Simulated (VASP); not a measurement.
# Sb in VASP: further runs, part 2 of 2

VASP 6.6.1.

## 4. Single point, PBE+D3(BJ)

INCAR reads:

```
  PREC = Accurate
  ENCUT = 520
  EDIFF = 1E-6
  ISMEAR = 0
  SIGMA = 0.05
  LREAL = F
  LASPH = T
  NELM = 100
  ALGO = Normal
  ISIF = 2
  LWAVE = F
  LCHARG = F
  LDIPOL = T
  IDIPOL = 3
  DIPOL = 0.5 0.5 0.388
  GGA = PE
  IVDW = 12
  NBANDS = 18
```

KPOINTS reads:

```
Automatic mesh
0
Gamma
  9 9 1
```

POSCAR reads:

```
Sb
1.0
    4.0686848921      0.0000000000      0.0000000000
   -2.0343424461      3.5235844766      0.0000000000
    0.0000000000      0.0000000000     20.8000277116
Sb
4
Direct
    0.3333333333      0.6666666667      0.2956733491
    0.6666666667      0.3333333333      0.2163458656
    0.4444444444      1.8888888889      0.5600967399
    0.7777777778      1.5555555556      0.4807692564
```

Potentials or basis: VASP PAW PBE potentials, release 64 (Sb).

On the command line:

```
$ cat potpaw_PBE.64/Sb/POTCAR > POTCAR
$ mpirun -np 1 vasp_std > vasp.out
```

OUTCAR:

```text
PREC = Accurate
   ENCUT = 520
   EDIFF = 1E-6
   ISMEAR = 0
   LREAL = F
   LASPH = T
   NELM = 100
   ISIF = 2
   GGA = PE
   IVDW = 12
 IVDW          = 12

 ion  position               nearest neighbor table
   1  0.333  0.667  0.296-   2 2.87   2 2.87   2 2.87
   2  0.667  0.333  0.216-   1 2.87   1 2.87   1 2.87
   3  0.444  0.889  0.560-   4 2.87   4 2.87   4 2.87
   4  0.778  0.556  0.481-   3 2.87   3 2.87   3 2.87

  LATTYP: Found a hexagonal cell.
 ALAT       =     4.0686848921
 C/A-ratio  =     5.1122237930

  Lattice vectors:

 A1 = (   4.0686848921,   0.0000000000,   0.0000000000)
 A2 = (  -2.0343424461,   3.5235844766,   0.0000000000)
 A3 = (   0.0000000000,   0.0000000000,  20.8000277116)

Analysis of symmetry for initial positions (statically):
=====================================================================
 Subroutine PRICEL returns:
 Original cell was already a primitive cell.

 Routine SETGRP: Setting up the symmetry group for a
 hexagonal supercell.

 Subroutine GETGRP returns: Found  4 space group operations
 (whereof  2 operations were pure point group operations)
 out of a pool of 24 trial point group operations.

The static configuration has the point symmetry C_1h.
 The point group associated with its full space group is C_2h.

Analysis of symmetry for dynamics (positions and initial velocities):
=====================================================================
 Subroutine PRICEL returns:
 Original cell was already a primitive cell.

 Routine SETGRP: Setting up the symmetry group for a
 hexagonal supercell.

 Subroutine GETGRP returns: Found  4 space group operations
 (whereof  2 operations were pure point group operations)
 out of a pool of 24 trial point group operations.

The dynamic configuration has the point symmetry C_1h.
 The point group associated with its full space group is C_2h.

 Subroutine INISYM returns: Found  4 space group operations
 (whereof  2 operations are pure point group operations),
 and found     1 'primitive' translations

----------------------------------------------------------------------------------------

                                     Primitive cell

  volume of cell :     298.1966

  direct lattice vectors                    reciprocal lattice vectors
     4.068684892  0.000000000  0.000000000     0.245779663  0.141900954  0.000000000
    -2.034342446  3.523584477  0.000000000     0.000000000  0.283801909  0.000000000
     0.000000000  0.000000000 20.800027712     0.000000000  0.000000000  0.048076859

  length of vectors
     4.068684892  4.068684892 20.800027712     0.283801909  0.283801909  0.048076859

  position of ions in fractional coordinates (direct lattice)
     0.333333333  0.666666667  0.295673349
     0.666666667  0.333333333  0.216345866
     0.444444444  0.888888889  0.560096740
     0.777777778  0.555555556  0.480769256

  ion indices of the primitive-cell ions
   primitive index   ion index
                 1           1
                 2           2
                 3           3
                 4           4

----------------------------------------------------------------------------------------
[... 32 lines left out ...]
  0.333333 -0.000000  0.000000      4.000000
[... 16 lines left out ...]
 -0.222222 -0.444444  0.000000      4.000000
  0.444444  0.333333  0.000000      4.000000
   k-points           NKPTS =     25   k-points in BZ     NKDIM =     25   number of bands    NBANDS=     18
   number of dos      NEDOS =    301   number of ions     NIONS =      4
   total plane-waves  NPLWV = 144000
   dimension x,y,z NGX =    30 NGY =   30 NGZ =  160
   dimension x,y,z NGXF=    60 NGYF=   60 NGZF=  320
   ions per type =               4
   NGX,Y,Z   is equivalent  to a cutoff of  12.26, 12.26, 12.79 a.u.
   NGXF,Y,Z  is equivalent  to a cutoff of  24.52, 24.52, 25.58 a.u.
 SYSTEM =  unknown system
   PREC   = accura    normal or accurate (medium, high low for compatibility)
   ISTART =      0    job   : 0-new  1-cont  2-samecut
   ICHARG =      2    charge: 1-file 2-atom 10-const
   ISPIN  =      1    spin polarized calculation?
   LNONCOLLINEAR =      F non collinear calculations
   LSORBIT =      F    spin-orbit coupling
   LASPH  =      T    aspherical Exc in radial PAW
   ENCUT  =  520.0 eV  38.22 Ry    6.18 a.u.   7.57  7.57 38.67*2*pi/ulx,y,z
   NELM   =    100;   NELMIN=  2; NELMDL= -5     # of ELM steps
   EDIFF  = 0.1E-05   stopping-criterion for ELM
   LREAL  =      F    real-space projection
   EDIFFG = 0.1E-04   stopping-criterion for IOM
   NSW    =      0    number of steps for IOM
   IBRION =     -1    ionic relax: 0-MD 1-quasi-New 2-CG
   NFREE  =      0    steps in history (QN), initial steepest desc. (CG)
   ISIF   =      2    stress and relaxation
   ISYM   =      2    0-nonsym 1-usesym 2-fastsym
   POTIM  = 0.5000    time-step for ionic-motion
   TEBEG  =    0.0;   TEEND  =   0.0 temperature during run
   PSTRESS=    0.0 pullay stress
   NELECT =      20.0000    total number of electrons
   NUPDOWN=      -1.0000    fix difference up-down
   EMIN   =  10.00;   EMAX   =-10.00  energy-range for DOS
   EFERMI =   0.00;   METHOD = LEGACY
   ISMEAR =     0;   SIGMA  =   0.05  broadening in eV -4-tet -1-fermi 0-gaus
   EFERMI_NEDOS =   21; number of points for ismear=-14 and -15
   IALGO  =     38    algorithm
   IMIX   =      4    mixing-type and parameters
     AMIX     =   0.40;   BMIX     =  1.00
     AMIX_MAG =   1.60;   BMIX_MAG =  1.00
  volume/ion in A,a.u.               =      74.55       503.08
  Fermi-wavevector in a.u.,A,eV,Ry     =   0.665146  1.256945  6.019487  0.442420
  Thomas-Fermi vector in A             =   1.739052
   LORBIT       =      0    0 simple, 1 ext, 2 COOP (PROOUT), +10 PAW based schemes
   GGA     = PE    functional components
   LHFCALC =     F    Hartree Fock is set to
   AEXX    =    0.0000 exact exchange contribution
   IVDW    =    12    specifies the selected vdW correction
   LEPSILON=     F    determine dielectric tensor
   LRPA    =     F    only Hartree local field effects (RPA)
 non-spin polarized calculation
 Gauss-broadening in eV      SIGMA  =   0.05
  energy-cutoff  :      520.00
  volume of cell :      298.20
 maximum number of plane-waves:      8073
   NGX = 15   NGY = 15   NGZ = 77

 dipolmoment           0.000000      0.000000      0.000043 electrons x Angstroem

 number of electron      20.0000000 magnetization

 dipolmoment           0.000000      0.000000     -0.000001 electrons x Angstroem

 Free energy of the ion-electron system (eV)
  ---------------------------------------------------
  ext. energy  EPLUGINS =         0.00000000
  ---------------------------------------------------
  free energy    TOTEN  =       -16.21755385 eV

  energy without entropy =      -16.21755385  energy(sigma->0) =      -16.21755385

 E-fermi :   0.1608     XC(G=0):  -4.7626

 val. band max:       -0.0950054583   @ k =   0.0000   0.0000   0.0000
 cond. band min:       0.7763132933   @ k =   0.0000   0.3333   0.0000
 fundamental gap:      0.8713187516
 Fermi energy:         0.1608491744

 k-point     1 :       0.0000    0.0000    0.0000
  band No.  band energies     occupation
      1     -11.6538      2.00000
      2     -11.5958      2.00000
      3      -6.7643      2.00000
      4      -6.3791      2.00000
      5      -1.4083      2.00000
      6      -0.3203      2.00000
[... 481 lines left out ...]
      5      -3.5440      2.00000
      6      -3.5029      2.00000
[... 10 lines left out ...]
     17       5.7640      0.00000
     18       5.9861      0.00000

 [... further k-points ...]

------------------------ aborting loop because EDIFF is reached ----------------------------------------

 vacuum level on the upper side and lower side of the slab       (xc-potential included)        -0.150        -0.148

 Edisp (eV)   -1.16528

 E8    (eV) :    -0.5590

  FORCE on cell =-STRESS in cart. coord.  units (eV):
  Direction    XX          YY          ZZ          XY          YZ          ZX
  --------------------------------------------------------------------------------------
  -------------------------------------------------------------------------------------
  Total       0.06530     0.00642    -0.33944    -0.00000    -0.07574     0.00000
  in kB       0.35084     0.03448    -1.82376    -0.00000    -0.40695     0.00000
  external pressure =       -0.48 kB  Pullay stress =        0.00 kB

 VOLUME and BASIS-vectors are now :
 -----------------------------------------------------------------------------
  energy-cutoff  :      520.00
  volume of cell :      298.20
      direct lattice vectors                 reciprocal lattice vectors
     4.068684892  0.000000000  0.000000000     0.245779663  0.141900954  0.000000000
    -2.034342446  3.523584477  0.000000000     0.000000000  0.283801909  0.000000000
     0.000000000  0.000000000 20.800027712     0.000000000  0.000000000  0.048076859

 POSITION                                       TOTAL-FORCE (eV/Angst)
 -----------------------------------------------------------------------------------
     -0.00000      2.34906      6.15001        -0.000000      0.008272      0.196326
      2.03434      1.17453      4.50000        -0.000000      0.006344     -0.061306
     -0.00000      3.13208     11.65003         0.000000     -0.006344      0.061306
      2.03434      1.95755     10.00001         0.000000     -0.008272     -0.196326
 -----------------------------------------------------------------------------------
    total drift:                                0.000000     -0.000000     -0.000022

  FREE ENERGIE OF THE ION-ELECTRON SYSTEM (eV)
  ---------------------------------------------------
  free  energy   TOTEN  =       -17.3828300541 eV

  energy  without entropy=      -17.3828300541  energy(sigma->0) =      -17.38283005

 vacuum level on the upper side and lower side of the slab         4.500         4.501
```

OSZICAR:

```text
N       E                     dE             d eps       ncg     rms          rms(c)
DAV:   1     0.104724704229E+03    0.10472E+03   -0.58736E+03   900   0.782E+02
DAV:   2    -0.618571556563E+01   -0.11091E+03   -0.10555E+03  1184   0.130E+02
DAV:   3    -0.160525833355E+02   -0.98669E+01   -0.98011E+01  1236   0.443E+01
DAV:   4    -0.162927650815E+02   -0.24018E+00   -0.23996E+00  1158   0.804E+00
DAV:   5    -0.162993557648E+02   -0.65907E-02   -0.65906E-02  1324   0.144E+00    0.425E+00
DAV:   6    -0.162481089791E+02    0.51247E-01   -0.26233E-02  1046   0.749E-01    0.262E+00
DAV:   7    -0.162168175354E+02    0.31291E-01   -0.66454E-02  1078   0.120E+00    0.134E-01
DAV:   8    -0.162173830638E+02   -0.56553E-03   -0.30642E-03  1118   0.275E-01    0.788E-02
DAV:   9    -0.162174387992E+02   -0.55735E-04   -0.76091E-04  1118   0.133E-01    0.308E-02
DAV:  10    -0.162174188019E+02    0.19997E-04   -0.44617E-05  1170   0.330E-02    0.135E-02
DAV:  11    -0.162173880070E+02    0.30795E-04   -0.97527E-05  1028   0.371E-02    0.663E-03
DAV:  12    -0.162173797273E+02    0.82797E-05   -0.81854E-06   946   0.108E-02    0.480E-03
DAV:  13    -0.162174388977E+02   -0.59170E-04   -0.23528E-05  1000   0.142E-02    0.314E-03
DAV:  14    -0.162174688163E+02   -0.29919E-04   -0.79485E-07  1008   0.418E-03    0.223E-03
DAV:  15    -0.162175315318E+02   -0.62716E-04   -0.18887E-06   910   0.640E-03    0.789E-04
DAV:  16    -0.162175463653E+02   -0.14833E-04   -0.32305E-07   876   0.228E-03    0.449E-04
DAV:  17    -0.162175533867E+02   -0.70214E-05   -0.27173E-07   878   0.158E-03    0.130E-04
DAV:  18    -0.162175538504E+02   -0.46366E-06   -0.19581E-08   784   0.527E-04
   1 F= -.17382830E+02 E0= -.17382830E+02  d E =-.148163E-14
```

stdout:

```text
POSCAR found type information on POSCAR Sb
 POSCAR found :  1 types and       4 ions
 scaLAPACK will be used
 LDA part: xc-table for (Slater+PW92), standard interpolation
 POSCAR, INCAR and KPOINTS ok, starting setup
 FFT: planning ... GRIDC
 FFT: planning ... GRID_SOFT
 FFT: planning ... GRID
 WAVECAR not read
 entering main loop
```

Wall time 5.3 min (1 thread of AMD EPYC 7R13, shared host); peak memory 0.4 GiB.

What came out:

| Item | Value |
| --- | --- |
| Free energy | -17.3828 eV |
| Largest force | 0.197 eV/Å |
| Band gap on the k mesh | 0.87 eV, indirect (least direct gap 1.47 eV) |
| Dispersion energy per atom | -0.291 eV |

Forces in eV/Å, atoms in the order of the input:
```
Sb   0.000  0.008  0.196
Sb   0.000  0.006 -0.061
Sb   0.000 -0.006  0.061
Sb   0.000 -0.008 -0.196
```

Levels at points of the mesh, in eV from the valence-band top:
```csv
k point,band 7,band 8,band 9,band 10,band 11,band 12,band 13,band 14
"(0.00, 0.00, 0.00)",-0.07,-0.04,-0.03,0.00,1.48,1.97,2.71,2.74
```

Caveat: spin-orbit coupling is left out, which moves the levels of the heavy elements.

## 5. Single point, PBE+D3(BJ)

INCAR reads:

```
PREC = Accurate ; ENCUT = 520
EDIFF = 1E-6 ; ISMEAR = 0
SIGMA = 0.05 ; LREAL = F
LASPH = T ; NELM = 60
ALGO = Normal ; ISIF = 2
LWAVE = F ; LCHARG = F
LDIPOL = T ; IDIPOL = 3
DIPOL = 0.5 0.5 0.388 ; GGA = PE
IVDW = 12 ; NBANDS = 18
```

KPOINTS reads:

```
regular mesh
0
Gamma
  9 9 1
```

POSCAR, as its differences from that of step 4:

```diff
@@ -10,3 +10,3 @@
     0.6666666667      0.3333333333      0.2163458656
-    0.4444444444      1.8888888889      0.5600967399
-    0.7777777778      1.5555555556      0.4807692564
+    0.8888888889      1.4444444444      0.5600967399
+    1.2222222222      1.1111111111      0.4807692564
```

On the command line:

```
$ cat potpaw_PBE.64/Sb/POTCAR > POTCAR
$ mpirun -np 1 vasp_std > vasp.out
```

It took 4.7 min on 1 thread of AMD EPYC 7R13, shared host; peak memory 0.4 GiB.

It converged, with:

```yaml
Free_energy: -17.3756 eV
Largest_force: 0.180 eV/Å
Band_gap_on_the_k_mesh: 0.88 eV, indirect (least direct gap 1.48 eV)
Dispersion_energy_per_atom: -0.291 eV
```

Forces in eV/Å, atoms in the order of the input:
```
Sb  -0.003 -0.002  0.180
Sb   0.000  0.000 -0.057
Sb   0.000  0.000  0.057
Sb   0.003  0.002 -0.180
```

Levels at points of the mesh, in eV from the valence-band top:
```tsv
k point	band 7	band 8	band 9	band 10	band 11	band 12	band 13	band 14
(0.00, 0.00, 0.00)	-0.06	-0.04	-0.02	0.00	1.48	1.97	2.69	2.77
```

Caveat: spin-orbit coupling is left out, which moves the levels of the heavy elements.
